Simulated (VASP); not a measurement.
Set up this calculation in VASP 6.6.1, as the native input.

```
Task                   : single point
Functional             : LDA
Potentials or basis    : VASP PAW LDA potentials, release 64 (Tl_d, Pt)
Cutoff                 : 520 eV
k mesh                 : 7 × 7 × 7
Occupations            : fermi-dirac, width 0.1 eV
Spin                   : no spin polarisation
Dipole correction      : no
Further INCAR settings : ALGO = Normal; EDIFF = 1e-06; NBANDS = 44
```

The structure of TlPt lies in POSCAR:

```
TlPt
1.0
    2.8419060000      4.9223230000      0.0000000000
   -2.8419060000      4.9223230000      0.0000000000
    0.0000000000      0.0000000000      4.7042290000
Tl Pt
3 3
Direct
    0.5000000000      0.5000000000      0.0000000000
    0.5000000000      0.0000000000      0.0000000000
    0.0000000000      0.5000000000      0.0000000000
    0.0000000000      0.0000000000      0.0000000000
    0.3333000000      0.3334000000      0.5000000000
    0.6666000000      0.6667000000      0.5000000000
```

These files were run (other wordings do the same):

INCAR

```
PREC = Accurate
ENCUT = 520
EDIFF = 1E-6
ISMEAR = -1
SIGMA = 0.1
LREAL = F
LASPH = T
NELM = 80
ALGO = Normal
ISIF = 2
LWAVE = F
LCHARG = F
GGA = CA
NBANDS = 44
```

KPOINTS

```
Automatic mesh
0
Gamma
  7 7 7
```

Potentials or basis: VASP PAW LDA potentials, release 64 (Tl_d, Pt).

Launch:

```console
$ cat potpaw_LDA.64/Tl_d/POTCAR potpaw_LDA.64/Pt/POTCAR > POTCAR
$ mpirun -np 1 vasp_std > vasp.out
```

Results of the run:

| Item | Value |
| --- | --- |
| Pressure | -0.7 GPa |
| Band gap on the k mesh | zero (an odd number of electrons rules out a gap without spin polarisation) |

Caveat: the stress differs along the axes, from -9 to 3 GPa; spin-orbit coupling is left out, which moves the levels of the heavy elements.

Run time: 7.5 min on 1 thread of AMD EPYC 7R43 64-Core Processor (Zen 3), with other jobs on the host, peak memory 0.36 GiB.
